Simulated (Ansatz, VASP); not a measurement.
# Be3TeSe2: VASP beside Ansatz

```
CELL_PARAMETERS angstrom
3.70000 0.00000 0.00000
0.00000 3.70000 0.00000
0.00000 0.00000 15.70000
ATOMIC_POSITIONS crystal
Be 0.50000 0.50000 0.16667
Be 0.00000 0.00000 0.33333
Be 0.50000 0.50000 0.50000
Be 0.00000 0.00000 0.66667
Be 0.50000 0.50000 0.83333
Be 0.00000 0.00000 0.00000
Te 0.00000 0.50000 0.08333
Te 0.50000 0.00000 0.91667
Se 0.50000 0.00000 0.25000
Se 0.00000 0.50000 0.41667
Se 0.50000 0.00000 0.58333
Se 0.00000 0.50000 0.75000
```

Alike in both runs: task relaxation of cell and atoms; functional PBE; k mesh 3 × 3 × 1; occupations gaussian, width 0.15 eV; no spin polarisation.

|  | VASP | Ansatz |
| --- | --- | --- |
| version | VASP 6.6.1 | Ansatz 0.2.0 |
| potentials or method | VASP PAW PBE potentials, release 64 (Be, Te, Se), cutoff 600 eV | scalar-relativistic, plane waves, PAW |
| valence electrons in the cell | 48 | 108 |

VASP gave:

* gap on the k mesh at the Fermi level, each at its own relaxed structure (eV): 1.94
* relaxed volume (Å³/atom): 19.29
* relaxed cell length with the largest relative difference (Å): 3.837

Question: Which values does Ansatz return?

Answer: gap on the k mesh at the Fermi level, each at its own relaxed structure (eV): 1.96; relaxed volume (Å³/atom): 19.10; relaxed cell length with the largest relative difference (Å): 3.822.

VASP's potentials hold 48 valence electrons a cell and Ansatz's 108, so a difference there can come from the potentials and not from the codes.

The k mesh is coarse, so the values compare programs but aren't converged. Neither program's run includes spin-orbit coupling.
